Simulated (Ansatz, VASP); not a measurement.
## BaTiO3: VASP beside Ansatz

The input POSCAR:

```
BaTiO3
1.0
    4.0118948090      0.0000000000      0.0000000000
    0.0000000000      2.8556879648      2.8639926021
    0.0000000000     -2.8556879648      2.8639926021
Ba Ti O
1 1 3
Direct
    0.0000000000      0.0000000000      0.0000000000
    0.5000000000      0.5124000000      0.5124000000
    0.0000000000      0.4874000000      0.4874000000
    0.5000000000      0.5052400000      0.9918400000
    0.5000000000      0.9918400000      0.5052400000
```

Contents of INCAR.step1:

```
PREC = Accurate ; ENCUT = 520
ISMEAR = 0 ; SIGMA = 0.01
LREAL = F ; LASPH = T
NELM = 80 ; NBANDS = 28
GGA = PE ; ALGO = Normal
EDIFF = 1E-4 ; LWAVE = T
LCHARG = F
```

File INCAR.step2:

```
PREC = Accurate ; ENCUT = 520
EDIFF = 1E-6 ; ISMEAR = 0
SIGMA = 0.01 ; LREAL = F
LASPH = T ; NELM = 80
ALGO = Normal ; ISIF = 2
LWAVE = F ; LCHARG = F
METAGGA = R2SCAN ; LMIXTAU = T
NBANDS = 28 ; ISTART = 1
```

File KPOINTS:

```
regular mesh
0
Gamma
  6 6 6
```

Input for Ansatz:

```yaml
crystal:
  lattice:
    - [4.011894808951831, 0.0, 0.0]
    - [0.0, 2.8556879647510844, 2.8639926021049553]
    - [0.0, -2.8556879647510844, 2.8639926021049553]
  atoms:
    - { symbol: Ba, position: [0.0, 0.0, 0.0] }
    - { symbol: Ti, position: [0.5, 0.5124, 0.5124] }
    - { symbol: O, position: [0.0, 0.4874, 0.4874] }
    - { symbol: O, position: [0.5, 0.50524, 0.99184] }
    - { symbol: O, position: [0.5, 0.99184, 0.50524] }
basis:
  ecutwfc: 544.22772491976
kpoints:
  mp_grid:
    grid: [6, 6, 6]
hamiltonian:
  xc: r2scan
  pseudopotentials:
    kind: paw
scf:
  occupations:
    method: fixed
output:
  stress: true
```

Alike in both runs: task single point; functional r2SCAN; k mesh 6 × 6 × 6; no spin polarisation.

|  | VASP | Ansatz |
| --- | --- | --- |
| version | VASP 6.6.1 | Ansatz 0.2.0 |
| potentials or method | VASP PAW PBE potentials, release 64 (Ba_sv, Ti_sv, O), cutoff 520 eV | plane waves, PAW |
| occupations | gaussian, width 0.01 eV | fixed |
| valence electrons in the cell | 40 | 40 |

```tsv
	VASP	Ansatz	Ansatz less VASP
pressure (GPa)	-2.4	-4.2	-1.82
traceless stress, the component that is largest in VASP (GPa)	-0.38	-0.39	-0.008
```

VASP's potentials were made for PBE, not for r2SCAN.

Spin-orbit coupling is off throughout.
